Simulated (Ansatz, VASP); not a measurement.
## One calculation of Au, two programs

```
CELL_PARAMETERS angstrom
2.90328 0.00000 0.00000
-1.45164 2.51431 0.00000
0.00000 0.00000 4.87216
ATOMIC_POSITIONS crystal
Au 0.33333 0.66667 0.25000
Au 0.66667 0.33333 0.75000
```

Alike in both runs: task single point; functional RPBE; k mesh 14 × 14 × 7; occupations fermi-dirac, width 0.1 eV; no spin polarisation.

|  | VASP | Ansatz |
| --- | --- | --- |
| version | VASP 6.6.1 | Ansatz 0.2.0 |
| potentials or method | VASP PAW PBE potentials, release 64 (Au), cutoff 520 eV | plane waves (420 eV) with PAW, scalar-relativistic |
| valence electrons in the cell | 22 | 38 |

Ansatz gave:

* pressure (GPa): 5.8
* traceless stress, the component that is largest in VASP (GPa): -0.39

Which values does VASP return?

Pressure (GPa): 5.6; traceless stress, the component that is largest in VASP (GPa): -0.40.

VASP's potentials were made for PBE, not for RPBE. VASP's potentials hold 22 valence electrons a cell and Ansatz's 38, so a difference there can come from the potentials and not from the codes.

Neither program's run includes spin-orbit coupling.
